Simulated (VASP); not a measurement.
# Ti3Al (Fm-3m) in VASP: notebook

The runs below take Ti3Al through single point, with PBEsol.

All numbers are computed with VASP 6.6.1; they aren't measurements. Logs are shortened: lines on timing, memory, paths and dates and some standing lists are left out, and cuts for length are marked.

### Step 1. The cell of the first run

It takes space group Fm-3m (No. 225, cubic). The conventional cell has a = 6.104 Å, b = 6.104 Å, c = 6.104 Å, α = 90.00°, β = 90.00°, γ = 90.00°. Within 3.5 Å of Ti (site symmetry -43m) lie 10 Ti at 2.64 to 3.05 Å and 4 Al at 2.64 Å. Ti (site symmetry m-3m) has 8 Ti at 2.64 Å and 6 Al at 3.05 Å within 3.5 Å. Within 3.5 Å of Al (site symmetry m-3m) lie 14 Ti at 2.64 to 3.05 Å.

### Step 2. Single point, PBEsol, collinear spin, ferromagnetic start

INCAR

```
  PREC = Accurate
  ENCUT = 520
  EDIFF = 1E-6
  ISMEAR = 0
  SIGMA = 0.15
  LREAL = F
  LASPH = T
  NELM = 150
  ALGO = Fast
  ISIF = 2
  LWAVE = F
  LCHARG = T
  ISPIN = 2
  MAGMOM = 0.2 0.2 0.2 0
  LORBIT = 11
  NUPDOWN = 0.6
  LMAXMIX = 4
  GGA = PS
  LELF = T
  LVHAR = T
  NBANDS = 32
```

KPOINTS

```
Automatic mesh
0
Gamma
  12 12 12
```

POSCAR

```
Ti3Al
1.0
    0.0000000000      3.0521976457      3.0521976457
    3.0521976457      0.0000000000      3.0521976457
    3.0521976457      3.0521976457      0.0000000000
Ti Al
3 1
Direct
    0.7500000000      0.7500000000      0.7500000000
    0.2500000000      0.2500000000      0.2500000000
    0.0000000000      0.0000000000      0.0000000000
    0.5000000000      0.5000000000      0.5000000000
```

Potentials or basis: VASP PAW PBE potentials, release 64 (Ti_sv, Al).

On the command line:

```bash
$ cat potpaw_PBE.64/Ti_sv/POTCAR potpaw_PBE.64/Al/POTCAR > POTCAR
$ mpirun -np 1 vasp_std > vasp.out
```

OUTCAR:

```text
PREC = Accurate
   ENCUT = 520
   EDIFF = 1E-6
   ISMEAR = 0
   LREAL = F
   LASPH = T
   NELM = 150
   ISIF = 2
   ISPIN = 2
   LORBIT = 11
   NUPDOWN = 0.6
   GGA = PS

 ion  position               nearest neighbor table
   1  0.750  0.750  0.750-   3 2.64   4 2.64   4 2.64   4 2.64   4 2.64   3 2.64   3 2.64   3 2.64

   2  0.250  0.250  0.250-   3 2.64   4 2.64   3 2.64   3 2.64   3 2.64   4 2.64   4 2.64   4 2.64

   3  0.000  0.000  0.000-   1 2.64   2 2.64   1 2.64   1 2.64   1 2.64   2 2.64   2 2.64   2 2.64
                             4 3.05   4 3.05   4 3.05   4 3.05   4 3.05   4 3.05
   4  0.500  0.500  0.500-   1 2.64   2 2.64   2 2.64   2 2.64   2 2.64   1 2.64   1 2.64   1 2.64
                             3 3.05   3 3.05   3 3.05   3 3.05   3 3.05   3 3.05

  LATTYP: Found a face centered cubic cell.
 ALAT       =     6.1043952914

  Lattice vectors:

 A1 = (   0.0000000000,   3.0521976457,   3.0521976457)
 A2 = (   3.0521976457,   0.0000000000,   3.0521976457)
 A3 = (   3.0521976457,   3.0521976457,   0.0000000000)

Analysis of symmetry for initial positions (statically):
=====================================================================
 Subroutine PRICEL returns:
 Original cell was already a primitive cell.

 Routine SETGRP: Setting up the symmetry group for a
 face centered cubic supercell.

 Subroutine GETGRP returns: Found 48 space group operations
 (whereof 48 operations were pure point group operations)
 out of a pool of 48 trial point group operations.

The static configuration has the point symmetry O_h .

Analysis of symmetry for dynamics (positions and initial velocities):
=====================================================================
 Subroutine PRICEL returns:
 Original cell was already a primitive cell.

 Routine SETGRP: Setting up the symmetry group for a
 face centered cubic supercell.

 Subroutine GETGRP returns: Found 48 space group operations
 (whereof 48 operations were pure point group operations)
 out of a pool of 48 trial point group operations.

The dynamic configuration has the point symmetry O_h .

Analysis of structural, dynamic, and magnetic symmetry:
=====================================================================
 Subroutine PRICEL returns:
 Original cell was already a primitive cell.

 Routine SETGRP: Setting up the symmetry group for a
 face centered cubic supercell.

 Subroutine GETGRP returns: Found 48 space group operations
 (whereof 48 operations were pure point group operations)
[... 134 lines left out ...]
   IVDW    =     0    specifies the selected vdW correction
   LEPSILON=     F    determine dielectric tensor
   LRPA    =     F    only Hartree local field effects (RPA)
 spin polarized calculation
 RMM-DIIS sequential band-by-band and
 Gauss-broadening in eV      SIGMA  =   0.15
  energy-cutoff  :      520.00
  volume of cell :       56.87
 maximum number of plane-waves:      1550
   NGX = 17   NGY = 17   NGZ = 17

 number of electron      38.9999985 magnetization       0.6000000

 Free energy of the ion-electron system (eV)
  ---------------------------------------------------
  ext. energy  EPLUGINS =         0.00000000
  ---------------------------------------------------
  free energy    TOTEN  =       -29.30727286 eV

  energy without entropy =      -29.23968731  energy(sigma->0) =      -29.27348009

 E-fermi :   9.8474     XC(G=0): -12.1786

 val. band max:        9.8451048643   @ k =  -0.3333   0.3333   0.0833
 cond. band min:       9.8198866083   @ k =  -0.2500   0.0833   0.0000
 fundamental gap:     -0.0252182560
 Fermi energy:         9.8194909196

 spin component 1

 k-point     1 :       0.0000    0.0000    0.0000
  band No.  band energies     occupation
      1     -46.2570      1.00000
      2     -46.0529      1.00000
      3     -45.8943      1.00000
      4     -22.7327      1.00000
      5     -22.7327      1.00000
      6     -22.7327      1.00000
[... 805 lines left out ...]
     30      15.2542      0.00000
     31      15.4910      0.00000

 [... further k-points ...]

 spin component 2

 k-point     1 :       0.0000    0.0000    0.0000
  band No.  band energies     occupation
      1     -46.1488      1.00000
      2     -46.0054      1.00000
      3     -45.6453      1.00000
      4     -22.5672      1.00000
      5     -22.5672      1.00000
      6     -22.5672      1.00000
[... 805 lines left out ...]
     30      15.3524      0.00000
     31      15.5779      0.00000

 [... further k-points ...]

 [bands above 31 left out]

------------------------ aborting loop because EDIFF is reached ----------------------------------------

  FORCE on cell =-STRESS in cart. coord.  units (eV):
  Direction    XX          YY          ZZ          XY          YZ          ZX
  --------------------------------------------------------------------------------------
  -------------------------------------------------------------------------------------
  Total        6.8437453      6.8437453      6.8437453      0.0000000      0.0000000     -0.0000000
  in kB      192.8130698    192.8130698    192.8130698      0.0000000      0.0000000     -0.0000000
  external PRESSURE =     192.8130698 kB  Pullay stress =       0.0000000 kB

 VOLUME and BASIS-vectors are now :
 -----------------------------------------------------------------------------
  energy-cutoff  :      520.00
  volume of cell :       56.87
      direct lattice vectors                 reciprocal lattice vectors
     0.000000000  3.052197646  3.052197646    -0.163816390  0.163816390  0.163816390
     3.052197646  0.000000000  3.052197646     0.163816390 -0.163816390  0.163816390
     3.052197646  3.052197646  0.000000000     0.163816390  0.163816390 -0.163816390

 POSITION                                       TOTAL-FORCE (eV/Angst)
 -----------------------------------------------------------------------------------
      4.57830      4.57830      4.57830        -0.000000     -0.000000      0.000000
      1.52610      1.52610      1.52610        -0.000000      0.000000      0.000000
      0.00000      0.00000      0.00000         0.000000      0.000000     -0.000000
      3.05220      3.05220      3.05220         0.000000      0.000000     -0.000000
 -----------------------------------------------------------------------------------
    total drift:                               -0.000000     -0.000000      0.000000

  FREE ENERGIE OF THE ION-ELECTRON SYSTEM (eV)
  ---------------------------------------------------
  free  energy   TOTEN  =       -29.3072728597 eV

  energy  without entropy=      -29.2396873107  energy(sigma->0) =      -29.27348009

 total charge

# of ion       s       p       d       tot
------------------------------------------
    1        2.248   6.167   2.060  10.476
    2        2.248   6.167   2.060  10.476
    3        2.294   6.120   2.127  10.541
    4        0.429   0.486   0.000   0.915
--------------------------------------------------
tot          7.219  18.941   6.247  32.407

 magnetization (x)

# of ion       s       p       d       tot
------------------------------------------
    1        0.001   0.014   0.046   0.061
    2        0.001   0.014   0.046   0.061
    3        0.004   0.009   0.347   0.360
    4       -0.002  -0.003   0.000  -0.005
--------------------------------------------------
tot          0.004   0.034   0.439   0.477
```

OSZICAR:

```text
N       E                     dE             d eps       ncg     rms          rms(c)
DAV:   1     0.474281670757E+03    0.47428E+03   -0.18419E+04  9224   0.146E+03
DAV:   2     0.181969184784E+02   -0.45608E+03   -0.44271E+03  9312   0.457E+02
DAV:   3    -0.291073224900E+02   -0.47304E+02   -0.46041E+02 15848   0.130E+02
[... 23 lines left out ...]
RMM:  27    -0.293072652318E+02   -0.35142E-05   -0.38834E-05 13074   0.217E-02    0.525E-03
RMM:  28    -0.293072679129E+02   -0.26811E-05   -0.28922E-05 11301   0.174E-02    0.325E-03
RMM:  29    -0.293072697638E+02   -0.18509E-05   -0.20241E-05 11486   0.154E-02    0.208E-03
RMM:  30    -0.293072711668E+02   -0.14030E-05   -0.15415E-05 11092   0.135E-02    0.947E-04
RMM:  31    -0.293072721384E+02   -0.97158E-06   -0.10957E-05 10166   0.115E-02    0.105E-03
RMM:  32    -0.293072728597E+02   -0.72131E-06   -0.83447E-06  9641   0.989E-03
   1 F= -.29307273E+02 E0= -.29273480E+02  d E =-.675855E-01  mag=     0.6000
```

stdout:

```text
POSCAR found type information on POSCAR TiAl
 POSCAR found :  2 types and       4 ions
 scaLAPACK will be used
 -----------------------------------------------------------------------------
|                                                                             |
|                                                                             |
[... 25 lines left out ...]
WARNING in EDDRMM: call to ZHEGV failed, returncode =   6  3     19
WARNING in EDDRMM: call to ZHEGV failed, returncode =   8  4     19
WARNING in EDDRMM: call to ZHEGV failed, returncode =   6  3     17
WARNING in EDDRMM: call to ZHEGV failed, returncode =   6  3     24
WARNING in EDDRMM: call to ZHEGV failed, returncode =   8  4     13
WARNING in EDDRMM: call to ZHEGV failed, returncode =   8  4     13
WARNING in EDDRMM: call to ZHEGV failed, returncode =   8  4     13
WARNING in EDDRMM: call to ZHEGV failed, returncode =   6  3     16
```

It took 14 min on 1 thread of Oxide Virtual Turin-like, shared host; peak memory 0.3 GiB.

Results:

* Free energy: -29.3073 eV
* Pressure: 19.3 GPa
* Net moment: 0.60 μB per cell
* Site moments: Ti +0.06, +0.36; Al -0.01 μB
* Valence electrons inside the program's atomic spheres: Ti 10.48, 10.54; Al 0.92

Caveat: the PAW data sets were made with another functional, which shifts forces and pressure a little; the total moment is fixed, so each spin has its own Fermi level.

### Step 3. Single point, PBEsol, collinear spin, ferromagnetic start

INCAR

```
SYSTEM = Ti3Al
ALGO = Fast
EDIFF = 1E-7
ENCUT = 520
GGA = PS
ISIF = 2
ISMEAR = 0
ISPIN = 2
LASPH = .True.
LCHARG = .False.
LMAXMIX = 4
LORBIT = 11
LREAL = .False.
LWAVE = .False.
MAGMOM = 0.4 0.4 0.4 0
NBANDS = 32
NELM = 150
NUPDOWN = 1.2
PREC = Accurate
SIGMA = 0.15
```

KPOINTS

```
k-points
0
Gamma
  12 12 12
  0 0 0
```

POSCAR is that of step 2.

Potentials or basis: VASP PAW PBE potentials, release 64 (Ti_sv, Al).

On the command line:

```bash
$ cat potpaw_PBE.64/Ti_sv/POTCAR potpaw_PBE.64/Al/POTCAR > POTCAR
$ mpirun -np 1 vasp_std > vasp.out
```

It took 16 min on 1 thread of Oxide Virtual Turin-like, shared host; peak memory 0.3 GiB.

Results (log left out):

```
Free energy                                           : -29.3109 eV
Pressure                                              : 19.7 GPa
Net moment                                            : 1.20 μB per cell
Site moments                                          : Ti +0.15, +0.65; Al -0.01 μB
Valence electrons inside the program's atomic spheres : Ti 10.47, 10.54; Al 0.92
```

Caveat: the PAW data sets were made with another functional, which shifts forces and pressure a little; the total moment is fixed, so each spin has its own Fermi level.

### Step 4. Single point, PBEsol, collinear spin, ferromagnetic start

This run uses another cell than the first one, of 18.28 Å³/atom, 1.286 times its volume.

INCAR

```
SYSTEM = Ti3Al
  PREC = Accurate
  ENCUT = 520
  EDIFF = 1E-6
  ISMEAR = 0
  SIGMA = 0.15
  LREAL = .False.
  LASPH = .True.
  NELM = 150
  ALGO = Normal
  ISIF = 2
  LWAVE = .False.
  LCHARG = .False.
  ISPIN = 2
  MAGMOM = 1 1 1 0
  LORBIT = 11
  NUPDOWN = 3.0
  LMAXMIX = 4
  GGA = PS
  NBANDS = 32
```

KPOINTS

```
Automatic mesh
0
Gamma
  12 12 12
  0 0 0
```

POSCAR

```
Ti3Al
1.0
    0.0000000000      3.3188998145      3.3188998145
    3.3188998145      0.0000000000      3.3188998145
    3.3188998145      3.3188998145      0.0000000000
Ti Al
3 1
Direct
    0.7500000000      0.7500000000      0.7500000000
    0.2500000000      0.2500000000      0.2500000000
    0.0000000000      0.0000000000      0.0000000000
    0.5000000000      0.5000000000      0.5000000000
```

On the command line:

```bash
$ cat potpaw_PBE.64/Ti_sv/POTCAR potpaw_PBE.64/Al/POTCAR > POTCAR
$ mpirun -np 1 vasp_std > vasp.out
```

Run time: 12 min. Hardware: 1 thread of Oxide Virtual Turin-like, shared host; peak memory 0.36 GiB.

Results (log left out):

| Item | Value |
| --- | --- |
| Free energy | -29.4253 eV |
| Pressure | -10.2 GPa |
| Net moment | 3.00 μB per cell |
| Site moments | Ti +0.53, +1.13; Al -0.03 μB |
| Valence electrons inside the program's atomic spheres | Ti 10.16, 10.23; Al 0.78 |

Caveat: the PAW data sets were made with another functional, which shifts forces and pressure a little; the total moment is fixed, so each spin has its own Fermi level.

### Step 5. Single point, PBEsol, collinear spin, ferromagnetic start

This run uses another cell than the first one, of 18.28 Å³/atom, 1.286 times its volume.

INCAR

```
SYSTEM = Ti3Al
  ALGO = Normal
  EDIFF = 1E-6
  ENCUT = 520
  GGA = PS
  ISIF = 2
  ISMEAR = 0
  ISPIN = 2
  LASPH = .True.
  LCHARG = .False.
  LMAXMIX = 4
  LORBIT = 11
  LREAL = .False.
  LWAVE = .False.
  MAGMOM = 0.2 0.2 0.2 0
  NBANDS = 32
  NELM = 150
  NUPDOWN = 0.6
  PREC = Accurate
  SIGMA = 0.15
```

KPOINTS

```
k-points
0
Gamma
  12 12 12
  0 0 0
```

POSCAR is that of step 4.

On the command line:

```bash
$ cat potpaw_PBE.64/Ti_sv/POTCAR potpaw_PBE.64/Al/POTCAR > POTCAR
$ mpirun -np 1 vasp_std > vasp.out
```

Wall time 14 min (1 thread of Oxide Virtual Turin-like, shared host); peak memory 0.36 GiB.

The run converged. Its results:

```yaml
Free_energy: -29.4006 eV
Pressure: -11.7 GPa
Net_moment: 0.60 μB per cell
Site_moments: Ti +0.01, +0.46; Al -0.01 μB
Valence_electrons_inside_the_program's_atomic_spheres: Ti 10.16, 10.23; Al 0.78
```

Caveat: the PAW data sets were made with another functional, which shifts forces and pressure a little; the total moment is fixed, so each spin has its own Fermi level.

### Step 6. Single point, PBEsol, collinear spin, ferromagnetic start

This run uses another cell than the first one, of 17.26 Å³/atom, 1.214 times its volume.

INCAR

```
  PREC = Accurate
  ENCUT = 520
  EDIFF = 1E-6
  ISMEAR = 0
  SIGMA = 0.15
  LREAL = False
  LASPH = True
  NELM = 150
  ALGO = Normal
  ISIF = 2
  LWAVE = False
  LCHARG = True
  ISPIN = 2
  MAGMOM = 0.1 0.1 0.1 0
  LORBIT = 11
  NUPDOWN = 0.3
  LMAXMIX = 4
  GGA = PS
  LELF = True
  LVHAR = True
  NBANDS = 32
```

KPOINTS

```
Automatic mesh
0
Gamma
  12 12 12
```

POSCAR

```
Ti3Al
1.0
    0.0000000000      3.2562326158      3.2562326158
    3.2562326158      0.0000000000      3.2562326158
    3.2562326158      3.2562326158      0.0000000000
Ti Al
3 1
Direct
    0.7500000000      0.7500000000      0.7500000000
    0.2500000000      0.2500000000      0.2500000000
    0.0000000000      0.0000000000      0.0000000000
    0.5000000000      0.5000000000      0.5000000000
```

Potentials or basis: VASP PAW PBE potentials, release 64 (Ti_sv, Al).

On the command line:

```bash
$ cat potpaw_PBE.64/Ti_sv/POTCAR potpaw_PBE.64/Al/POTCAR > POTCAR
$ mpirun -np 1 vasp_std > vasp.out
```

OUTCAR:

```text
PREC = Accurate
   ENCUT = 520
   EDIFF = 1E-6
   ISMEAR = 0
   LREAL = False
   LASPH = True
   NELM = 150
   ISIF = 2
   ISPIN = 2
   LORBIT = 11
   NUPDOWN = 0.3
   GGA = PS

 ion  position               nearest neighbor table
   1  0.750  0.750  0.750-   4 2.82   4 2.82   4 2.82   3 2.82   4 2.82   3 2.82   3 2.82   3 2.82

   2  0.250  0.250  0.250-   3 2.82   3 2.82   3 2.82   3 2.82   4 2.82   4 2.82   4 2.82   4 2.82

   3  0.000  0.000  0.000-   1 2.82   1 2.82   1 2.82   1 2.82   2 2.82   2 2.82   2 2.82   2 2.82
[... 1866 lines left out ...]
  energy-cutoff  :      520.00
  volume of cell :       69.05
      direct lattice vectors                 reciprocal lattice vectors
     0.000000000  3.256232616  3.256232616    -0.153551683  0.153551683  0.153551683
     3.256232616  0.000000000  3.256232616     0.153551683 -0.153551683  0.153551683
     3.256232616  3.256232616  0.000000000     0.153551683  0.153551683 -0.153551683

 POSITION                                       TOTAL-FORCE (eV/Angst)
 -----------------------------------------------------------------------------------
      4.88435      4.88435      4.88435         0.000000      0.000000      0.000000
      1.62812      1.62812      1.62812         0.000000     -0.000000     -0.000000
      0.00000      0.00000      0.00000        -0.000000      0.000000     -0.000000
      3.25623      3.25623      3.25623        -0.000000      0.000000     -0.000000
 -----------------------------------------------------------------------------------
    total drift:                                0.000000      0.000000      0.000000

  FREE ENERGIE OF THE ION-ELECTRON SYSTEM (eV)
  ---------------------------------------------------
  free  energy   TOTEN  =       -29.6263550017 eV

  energy  without entropy=      -29.5366937316  energy(sigma->0) =      -29.58152437

 total charge

# of ion       s       p       d       tot
------------------------------------------
    1        2.210   6.120   1.892  10.223
    2        2.210   6.120   1.892  10.223
    3        2.249   6.086   1.953  10.287
    4        0.403   0.404   0.000   0.807
--------------------------------------------------
tot          7.072  18.730   5.737  31.539

 magnetization (x)

# of ion       s       p       d       tot
------------------------------------------
    1       -0.000   0.005   0.001   0.006
    2       -0.000   0.005   0.001   0.006
    3        0.003   0.003   0.221   0.228
    4       -0.001  -0.003   0.000  -0.004
--------------------------------------------------
tot          0.002   0.010   0.223   0.236
```

Wall time 6.4 min (1 thread of Oxide Virtual Turin-like, shared host); peak memory 0.36 GiB.

Results:

* Free energy: -29.6264 eV
* Pressure: -7.1 GPa
* Net moment: 0.30 μB per cell
* Site moments: Ti +0.01, +0.23; Al -0.00 μB
* Valence electrons inside the program's atomic spheres: Ti 10.22, 10.29; Al 0.81

Caveat: the PAW data sets were made with another functional, which shifts forces and pressure a little; the total moment is fixed, so each spin has its own Fermi level.

(Continued in part 2 of 2.)
